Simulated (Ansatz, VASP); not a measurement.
**Ag in VASP and in Ansatz**

The input INCAR:

```
PREC = Accurate ; ENCUT = 520
EDIFF = 1E-7 ; ISMEAR = -1
SIGMA = 0.1 ; LREAL = F
LASPH = T ; NELM = 100
ALGO = Normal ; ISIF = 2
LWAVE = F ; LCHARG = F
GGA = PE ; NBANDS = 18
```

File KPOINTS:

```
Automatic mesh
0
Gamma
  14 14 8
```

The input POSCAR:

```
Ag
1.0
    2.9053717813      0.0000000000      0.0000000000
   -1.4526858907      2.5161257701      0.0000000000
    0.0000000000      0.0000000000      4.7048484643
Ag
2
Direct
    0.3333333333      0.6666666667      0.2500000000
    0.6666666667      0.3333333333      0.7500000000
```

Input for Ansatz:

```yaml
crystal:
  lattice:
    - [2.9053717813, 0.0, 0.0]
    - [-1.4526858907, 2.5161257701, 0.0]
    - [0.0, 0.0, 4.7048484643]
  atoms:
    - { symbol: Ag, position: [0.3333333333, 0.6666666667, 0.25] }
    - { symbol: Ag, position: [0.6666666667, 0.3333333333, 0.75] }
hamiltonian:
  xc: pbe
  pseudopotentials:
    kind: paw
    azcp:
      Ag: "pseudopotentials/Ag.paw.azcp"
basis:
  ecutwfc: 420
  fft_grid_basis: typed
kpoints:
  mp_grid: { grid: [14, 14, 8], shift: [0, 0, 0] }
magnetization:
  spin_polarized: false
scf:
  occupations: { method: fermi_dirac, width: 0.1 }
  lower_state_search: "off"
output:
  stress: true
```

Alike in both runs: task single point; functional PBE; k mesh 14 × 14 × 8; occupations fermi-dirac, width 0.1 eV; no spin polarisation.

```csv
,VASP,Ansatz
version,VASP 6.6.1,Ansatz 0.2.0
potentials or method,"VASP PAW PBE potentials, release 64 (Ag), cutoff 520 eV","plane waves (420 eV) with PAW, scalar-relativistic"
valence electrons in the cell,22,38
```

```tsv
	VASP	Ansatz	Ansatz less VASP
pressure (GPa)	3.9	4.1	+0.16
traceless stress, the component that is largest in VASP (GPa)	0.58	0.59	+0.012
```

VASP's potentials hold 22 valence electrons a cell and Ansatz's 38, so a difference there can come from the potentials and not from the codes.
